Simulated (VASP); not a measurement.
# Sn2As3 (Amm2) in VASP: notebook, part 2 of 2

VASP 6.6.1.

### 3 Relaxation of cell and atoms, PBE

This run uses another cell than the first one, of 26.21 Å³/atom.

INCAR reads:

```
ALGO     = Normal         # electronic algorithm
EDIFF    = 1E-6           # SCF threshold, eV
EDIFFG   = -0.04          # ionic threshold
ENCUT    = 600            # plane-wave cutoff, eV
GGA      = PE             # functional
IBRION   = 2              # ionic algorithm
ISIF     = 3              # what is computed and relaxed
ISMEAR   = 0              # smearing method
LASPH    = T              # aspherical terms in the spheres
LCHARG   = F              # write CHGCAR
LREAL    = F              # projectors in reciprocal space
LWAVE    = F              # write WAVECAR
NELM     = 100            # most SCF steps
NSW      = 90             # ionic steps
PREC     = Accurate       # precision mode
SIGMA    = 0.1            # smearing width, eV
```

KPOINTS reads:

```
k-points
0
Gamma
  4 4 4
```

POSCAR reads:

```
Sn2As3
1.0
    5.5050515614      0.0000000000      0.0000000000
    0.0000000000      3.5615442564      3.3416188407
    0.0000000000     -3.5615442564      3.3416188407
Sn As
2 3
Direct
    0.0000000000      0.4437143141      0.4437143141
    0.5000000000      0.7500000000      0.7500000000
    0.5000000000      0.2437167568      0.7562832432
    0.5000000000      0.7562832432      0.2437167568
    0.5000000000      0.2660759866      0.2660759866
```

Potentials or basis: VASP PAW PBE potentials, release 64 (Sn_d, As).

Command:

```console
$ cat potpaw_PBE.64/Sn_d/POTCAR potpaw_PBE.64/As/POTCAR > POTCAR
$ mpirun -np 1 vasp_std > vasp.out
```

OUTCAR:

```text
EDIFF = 1E-6
   EDIFFG = -0.04
   ENCUT = 600
   GGA = PE
   IBRION = 2
   ISIF = 3
   ISMEAR = 0
   LASPH = T
   LREAL = F
   NELM = 100
   NSW = 90
   PREC = Accurate

 ion  position               nearest neighbor table
   1  0.000  0.444  0.444-   5 3.00   5 3.00   3 3.32   3 3.32   4 3.32   4 3.32   2 3.43   2 3.43

   2  0.500  0.750  0.750-   3 2.41   4 2.41   4 2.47   3 2.47   5 3.23   1 3.43   1 3.43
   3  0.500  0.244  0.756-   5 2.40   2 2.41   2 2.47   5 2.49   1 3.32   1 3.32
   4  0.500  0.756  0.244-   5 2.40   2 2.41   2 2.47   5 2.49   1 3.32   1 3.32
   5  0.500  0.266  0.266-   3 2.40   4 2.40   3 2.49   4 2.49   1 3.00   1 3.00   2 3.23

  LATTYP: Found a base centered orthorhombic cell.
 ALAT       =     6.6832376814
 B/A-ratio  =     1.0658140339
 C/A-ratio  =     0.8237102769

  Lattice vectors:

 A1 = (   0.0000000000,   3.5615442564,   3.3416188407)
 A2 = (   0.0000000000,  -3.5615442564,   3.3416188407)
 A3 = (   5.5050515614,   0.0000000000,   0.0000000000)

Analysis of symmetry for initial positions (statically):
=====================================================================
 Subroutine PRICEL returns:
 Original cell was already a primitive cell.

 Routine SETGRP: Setting up the symmetry group for a
 base centered orthorhombic supercell.

 Subroutine GETGRP returns: Found  4 space group operations
 (whereof  4 operations were pure point group operations)
 out of a pool of  8 trial point group operations.

The static configuration has the point symmetry C_2v.

Analysis of symmetry for dynamics (positions and initial velocities):
=====================================================================
 Subroutine PRICEL returns:
 Original cell was already a primitive cell.

 Routine SETGRP: Setting up the symmetry group for a
 base centered orthorhombic supercell.

 Subroutine GETGRP returns: Found  4 space group operations
 (whereof  4 operations were pure point group operations)
 out of a pool of  8 trial point group operations.

The dynamic configuration has the point symmetry C_2v.

 Subroutine INISYM returns: Found  4 space group operations
 (whereof  4 operations are pure point group operations),
 and found     1 'primitive' translations

----------------------------------------------------------------------------------------

                                     Primitive cell

  volume of cell :     131.0348

  direct lattice vectors                    reciprocal lattice vectors
     5.505051561  0.000000000  0.000000000     0.181651341  0.000000000  0.000000000
     0.000000000  3.561544256  3.341618841     0.000000000  0.140388540  0.149628077
     0.000000000 -3.561544256  3.341618841     0.000000000 -0.140388540  0.149628077

  length of vectors
     5.505051561  4.883749990  4.883749990     0.181651341  0.205176762  0.205176762

  position of ions in fractional coordinates (direct lattice)
     0.000000000  0.443714314  0.443714314
     0.500000000  0.750000000  0.750000000
     0.500000000  0.243716757  0.756283243
     0.500000000  0.756283243  0.243716757
     0.500000000  0.266075987  0.266075987

  ion indices of the primitive-cell ions
   primitive index   ion index
                 1           1
                 2           2
                 3           3
                 4           4
                 5           5

----------------------------------------------------------------------------------------

 KPOINTS: k-points

Automatic generation of k-mesh.
 Grid dimensions read from file:
 generate k-points for:    4    4    4

 Generating k-lattice:

  Cartesian coordinates                     Fractional coordinates (reciprocal lattice)
     0.045412835  0.000000000  0.000000000     0.250000000  0.000000000  0.000000000
     0.000000000  0.035097135  0.037407019     0.000000000  0.250000000  0.000000000
     0.000000000 -0.035097135  0.037407019     0.000000000  0.000000000  0.250000000

  Length of vectors
     0.045412835  0.051294190  0.051294190

  Shift w.r.t. Gamma in fractional coordinates (k-lattice)
     0.000000000  0.000000000  0.000000000

 Subroutine IBZKPT returns following result:
 ===========================================

 Found     21 irreducible k-points:

 Following reciprocal coordinates:
            Coordinates               Weight
  0.000000  0.000000  0.000000      1.000000
  0.250000  0.000000  0.000000      2.000000
  0.500000  0.000000  0.000000      1.000000
  0.000000  0.250000  0.000000      4.000000
  0.250000  0.250000  0.000000      8.000000
  0.500000  0.250000  0.000000      4.000000
[... 13 lines left out ...]
  0.250000  0.500000  0.500000      2.000000
  0.500000  0.500000  0.500000      1.000000
   k-points           NKPTS =     21   k-points in BZ     NKDIM =     21   number of bands    NBANDS=     25
   number of dos      NEDOS =    301   number of ions     NIONS =      5
   total plane-waves  NPLWV =  76800
   dimension x,y,z NGX =    48 NGY =   40 NGZ =   40
   dimension x,y,z NGXF=    96 NGYF=   80 NGZF=   80
   ions per type =               2   3
   NGX,Y,Z   is equivalent  to a cutoff of  14.50, 13.62, 13.62 a.u.
   NGXF,Y,Z  is equivalent  to a cutoff of  28.99, 27.23, 27.23 a.u.
 SYSTEM =  unknown system
   PREC   = accura    normal or accurate (medium, high low for compatibility)
   ISTART =      0    job   : 0-new  1-cont  2-samecut
   ICHARG =      2    charge: 1-file 2-atom 10-const
   ISPIN  =      1    spin polarized calculation?
   LNONCOLLINEAR =      F non collinear calculations
   LSORBIT =      F    spin-orbit coupling
   LASPH  =      T    aspherical Exc in radial PAW
   ENCUT  =  600.0 eV  44.10 Ry    6.64 a.u.  10.99  9.75  9.75*2*pi/ulx,y,z
   NELM   =    100;   NELMIN=  2; NELMDL= -5     # of ELM steps
   EDIFF  = 0.1E-05   stopping-criterion for ELM
   LREAL  =      F    real-space projection
   EDIFFG = -.4E-01   stopping-criterion for IOM
   NSW    =     90    number of steps for IOM
   IBRION =      2    ionic relax: 0-MD 1-quasi-New 2-CG
   NFREE  =      1    steps in history (QN), initial steepest desc. (CG)
   ISIF   =      3    stress and relaxation
   ISYM   =      2    0-nonsym 1-usesym 2-fastsym
   POTIM  = 0.5000    time-step for ionic-motion
   TEBEG  =    0.0;   TEEND  =   0.0 temperature during run
   PSTRESS=    0.0 pullay stress
   NELECT =      43.0000    total number of electrons
   NUPDOWN=      -1.0000    fix difference up-down
   EMIN   =  10.00;   EMAX   =-10.00  energy-range for DOS
   EFERMI =   0.00;   METHOD = LEGACY
   ISMEAR =     0;   SIGMA  =   0.10  broadening in eV -4-tet -1-fermi 0-gaus
   EFERMI_NEDOS =   21; number of points for ismear=-14 and -15
   IALGO  =     38    algorithm
   IMIX   =      4    mixing-type and parameters
     AMIX     =   0.40;   BMIX     =  1.00
     AMIX_MAG =   1.60;   BMIX_MAG =  1.00
  volume/ion in A,a.u.               =      26.21       176.85
  Fermi-wavevector in a.u.,A,eV,Ry     =   1.129195  2.133868 17.348521  1.275080
  Thomas-Fermi vector in A             =   2.265887
   LORBIT       =      0    0 simple, 1 ext, 2 COOP (PROOUT), +10 PAW based schemes
   GGA     = PE    functional components
   LHFCALC =     F    Hartree Fock is set to
   AEXX    =    0.0000 exact exchange contribution
   IVDW    =     0    specifies the selected vdW correction
   LEPSILON=     F    determine dielectric tensor
   LRPA    =     F    only Hartree local field effects (RPA)
 conjugate gradient relaxation of ions
 non-spin polarized calculation
 Gauss-broadening in eV      SIGMA  =   0.10
  energy-cutoff  :      600.00
  volume of cell :      131.03
 maximum number of plane-waves:      4388
 NGX is ok and might be reduce to    48
   NGX = 21   NGY = 19   NGZ = 19

--------------------------------------- Ionic step        1  -------------------------------------------

 number of electron      43.0000003 magnetization

 Free energy of the ion-electron system (eV)
  ---------------------------------------------------
  ext. energy  EPLUGINS =         0.00000000
  ---------------------------------------------------
  free energy    TOTEN  =       -17.20485026 eV

  energy without entropy =      -17.18890283  energy(sigma->0) =      -17.19687655

 E-fermi :   5.6981     XC(G=0):  -9.2715

 val. band max:        5.6650790468   @ k =   0.0000   0.2500   0.0000
 cond. band min:       5.7056887477   @ k =   0.5000   0.5000   0.5000
 fundamental gap:      0.0406097009
 Fermi energy:         5.6981499257

 k-point     1 :       0.0000    0.0000    0.0000
  band No.  band energies     occupation
      1     -16.6741      2.00000
      2     -16.4931      2.00000
      3     -16.4524      2.00000
      4     -16.4095      2.00000
      5     -16.3901      2.00000
      6     -16.2598      2.00000
[... 687 lines left out ...]
  FREE ENERGIE OF THE ION-ELECTRON SYSTEM (eV)
  ---------------------------------------------------
  free  energy   TOTEN  =       -19.9094764425 eV

  energy  without entropy=      -19.8945044262  energy(sigma->0) =      -19.90199043

[... ionic steps 4 to 22 ...]

--------------------------------------- Ionic step       23  -------------------------------------------

 number of electron      42.9999986 magnetization

------------------------ aborting loop because EDIFF is reached ----------------------------------------
[... 73 lines left out ...]
--------------------------------------- Ionic step       25  -------------------------------------------

 number of electron      42.9999987 magnetization

 Free energy of the ion-electron system (eV)
  ---------------------------------------------------
  ext. energy  EPLUGINS =         0.00000000
  ---------------------------------------------------
  free energy    TOTEN  =       -20.64604804 eV

  energy without entropy =      -20.63769658  energy(sigma->0) =      -20.64187231

 E-fermi :   3.5476     XC(G=0):  -8.3347

 val. band max:        3.5341597269   @ k =   0.0000   0.0000   0.0000
 cond. band min:       3.5666602565   @ k =   0.0000   0.2500   0.0000
 fundamental gap:      0.0325005296
 Fermi energy:         3.5476317070

 k-point     1 :       0.0000    0.0000    0.0000
  band No.  band energies     occupation
      1     -18.1084      2.00000
      2     -18.0994      2.00000
      3     -18.0869      2.00000
      4     -18.0745      2.00000
      5     -18.0723      2.00000
      6     -18.0598      2.00000
[... 609 lines left out ...]
  FREE ENERGIE OF THE ION-ELECTRON SYSTEM (eV)
  ---------------------------------------------------
  free  energy   TOTEN  =       -20.6460480417 eV

  energy  without entropy=      -20.6376965788  energy(sigma->0) =      -20.64187231

 reached required accuracy - stopping structural energy minimisation
```

Wall time 33 min (1 thread of Intel Xeon 8259CL, shared host); peak memory 0.32 GiB.

What came out:

| Item | Value |
| --- | --- |
| Free energy | -20.6460 eV |
| Relaxed volume | 32.78 Å³/atom |
| Relaxed cell | a = 5.029 Å, b = 5.716 Å, c = 5.716 Å, α = 85.82°, β = 90.00°, γ = 90.00° |
| Space group after relaxing (to 0.1 Å) | Amm2 (No. 38) |
| Energy gained by relaxing | 688.2 meV/atom |
| Ionic steps | 25 |
| Pressure after relaxing | 0.0 GPa |
| Largest force after relaxing | 0.035 eV/Å |
| Band gap on the k mesh | zero (an odd number of electrons rules out a gap without spin polarisation) |

Forces in eV/Å, atoms in the order of the input:
```
Sn   0.000  0.000  0.035
Sn   0.000  0.000  0.005
As   0.000 -0.015 -0.027
As   0.000  0.015 -0.027
As   0.000  0.000  0.015
```

The path:
```
step  energy change (eV)  largest force (eV/Å)  pressure (GPa)  volume (Å³)
   1              0.0000                0.8243           17.55       131.03
   2             -2.2440                0.5586           -5.69       190.28
   3             -2.7046                0.5469           -1.43       167.31
   4             -2.7081                0.5504           -1.99       169.33
   5             -2.7081                0.5490           -1.78       168.52
   6             -2.9659                0.6528           -1.02       161.65
   7             -3.0899                0.5358            0.25       154.81
   8             -3.0942                0.4630            0.72       152.80
   9             -3.1676                0.5062            0.24       154.17
  10             -3.2194                0.5451           -0.35       156.03
  11             -3.2890                0.5210            0.19       155.79
  12             -3.3452                0.2932            2.48       154.88
  13             -3.3664                0.3686            1.30       155.33
  14             -3.3710                0.2427            1.61       155.21
  15             -3.4141                0.2803            0.70       161.26
  16             -3.4143                0.2956            0.65       161.70
  17             -3.4285                0.2272           -0.25       164.19
  18             -3.4285                0.2276           -0.25       164.19
  19             -3.4355                0.1261           -0.10       163.87
  20             -3.4376                0.0965            0.07       163.59
  21             -3.4393                0.0728            0.02       163.86
  22             -3.4405                0.0473           -0.06       164.31
  23             -3.4409                0.0436            0.02       163.95
  24             -3.4409                0.0421            0.05       163.81
  25             -3.4412                0.0347            0.00       163.90
```

Final structure:
```
Sn As
1.0
     5.02901    0.00000    0.00000
     0.00000    3.89209    4.18680
     0.00000   -3.89209    4.18680
Sn As
2 3
Cartesian
  0.0000 0.0000 3.9399
  2.5145 0.0000 6.3491
  2.5145 -1.7832 4.0019
  2.5145 1.7832 4.0019
  2.5145 0.0000 2.3045
```

Caveat: the volume moved by over 15 % at a fixed basis, so the end points are rough; spin-orbit coupling is left out, which moves the levels of the heavy elements.

### 4 Single point, PBE

This run uses another cell than the first one, of 32.11 Å³/atom.

INCAR reads:

```
PREC = Accurate ; ENCUT = 520
EDIFF = 1E-6 ; ISMEAR = 0
SIGMA = 0.1 ; LREAL = F
LASPH = T ; NELM = 100
ALGO = Normal ; ISIF = 2
LWAVE = F ; LCHARG = F
GGA = PE ; NBANDS = 30
```

KPOINTS reads:

```
regular mesh
0
Gamma
  8 8 8
```

POSCAR reads:

```
Sn2As3
1.0
    4.8743427776      0.0000000000      0.0000000000
    0.0000000000      3.8389288809      4.2898480540
    0.0000000000     -3.8389288809      4.2898480540
Sn As
2 3
Direct
    0.0000000000      0.4819831213      0.4819831213
    0.5000000000      0.7532238994      0.7532238994
    0.5000000000      0.2319687575      0.7126710402
    0.5000000000      0.7126710402      0.2319687575
    0.5000000000      0.2799434824      0.2799434824
```

Command:

```console
$ cat potpaw_PBE.64/Sn_d/POTCAR potpaw_PBE.64/As/POTCAR > POTCAR
$ mpirun -np 1 vasp_std > vasp.out
```

Wall time 11 min (1 thread of Intel Xeon 8259CL, shared host); peak memory 0.56 GiB.

It converged, with:

```
Free energy            : -20.5799 eV
Pressure               : 0.1 GPa
Largest force          : 0.056 eV/Å
Band gap on the k mesh : zero (an odd number of electrons rules out a gap without spin polarisation)
```

Forces on the atoms (eV/Å):
```
Sn   0.000  0.000  0.009
Sn   0.000  0.000 -0.010
As   0.000 -0.026  0.028
As   0.000  0.026  0.028
As   0.000  0.000 -0.056
```

Levels at points of the mesh, in eV from the Fermi level:
```csv
k point,band 19,band 20,band 21,band 22,band 23,band 24
"(0.00, 0.00, 0.00)",-2.80,-2.26,-0.72,0.12,1.54,1.75
"(0.50, 0.00, 0.00)",-2.61,-2.14,-2.02,-0.76,1.54,2.57
"(0.00, 0.50, 0.00)",-1.59,-1.46,-0.30,0.38,1.01,1.39
"(0.50, 0.50, 0.00)",-2.07,-1.61,0.10,0.30,0.55,1.83
"(0.00, 0.50, 0.50)",-1.03,-1.00,-0.18,0.20,0.40,0.87
"(0.50, 0.50, 0.50)",-1.57,-1.07,-0.65,0.95,0.99,1.29
```

Caveat: spin-orbit coupling is left out, which moves the levels of the heavy elements.

### 5 Overview

```csv
task,cell,k mesh,cutoff (eV),gap on the mesh (eV),pressure (GPa),largest force (eV/Å)
single point,"a = 5.024, b = 5.719, c = 5.719 Å, angles 85.6, 90.0, 90.0°, 5 atoms, atomic positions A",4 × 4 × 4,520,none,0.1,0.06
relaxation of cell and atoms,"relaxed from a = 5.505, b = 4.884, c = 4.884 Å, angles 93.6, 90.0, 90.0°, 5 atoms, atomic positions B",4 × 4 × 4,600,none,0.0,0.03
single point,"a = 4.874, b = 5.757, c = 5.757 Å, angles 83.6, 90.0, 90.0°, 5 atoms, atomic positions C",8 × 8 × 8,520,none,0.1,0.06
```

Alike in all rows: level PBE; potentials or basis VASP PAW PBE potentials, release 64 (Sn_d, As); no spin polarisation; smearing gaussian 0.1 eV.

Caveats: spin-orbit coupling is left out, which moves the levels of the heavy elements; the volume moved by over 15 % at a fixed basis, so the end points are rough (at least some runs).

Total energies depend on the potentials used, so only differences within one code and one set of settings carry meaning.
